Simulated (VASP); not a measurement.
Wanted: the native input for a VASP 6.6.1 run.

```
Task                   : single point
Functional             : PBE
Potentials or basis    : VASP PAW PBE potentials, release 64 (Li_sv, Be, Nb_sv)
Cutoff                 : 520 eV
k mesh                 : 4 × 4 × 4
Occupations            : gaussian, width 0.1 eV
Spin                   : no spin polarisation
Dipole correction      : no
Further INCAR settings : ALGO = Normal; EDIFF = 1e-07; NBANDS = 28
```

The structure of Li6Be2Nb lies in POSCAR:

```
Li6Be2Nb
1.0
    0.0000000000      4.1919125826      4.1919125826
    4.1919125826      0.0000000000      4.1919125826
    4.1919125826      4.1919125826      0.0000000000
Li Be Nb
6 2 1
Direct
    0.2902926955      0.7097073045      0.2902926955
    0.2902926955      0.7097073045      0.7097073045
    0.7097073045      0.2902926955      0.2902926955
    0.7097073045      0.7097073045      0.2902926955
    0.2902926955      0.2902926955      0.7097073045
    0.7097073045      0.2902926955      0.7097073045
    0.2500000000      0.2500000000      0.2500000000
    0.7500000000      0.7500000000      0.7500000000
    0.0000000000      0.0000000000      0.0000000000
```

One way to write it, as run:

INCAR

```
SYSTEM = Li6Be2Nb
PREC = Accurate ; ENCUT = 520
EDIFF = 1E-7 ; ISMEAR = 0
SIGMA = 0.1 ; LREAL = .False.
LASPH = .True. ; NELM = 100
ALGO = Normal ; ISIF = 2
LWAVE = .False. ; LCHARG = .True.
GGA = PE ; LELF = .True.
LVHAR = .True. ; NBANDS = 28
```

KPOINTS

```
regular mesh
0
Gamma
  4 4 4
  0 0 0
```

Potentials or basis: VASP PAW PBE potentials, release 64 (Li_sv, Be, Nb_sv).

Command:

```console
$ cat potpaw_PBE.64/Li_sv/POTCAR potpaw_PBE.64/Be/POTCAR potpaw_PBE.64/Nb_sv/POTCAR > POTCAR
$ mpirun -np 1 vasp_std > vasp.out
```

Results of the run:

```
Largest force : 0.005 eV/Å
```

Run time: 110 s on 1 thread of AMD EPYC 7R13, on a shared host, peak memory 0.29 GiB.
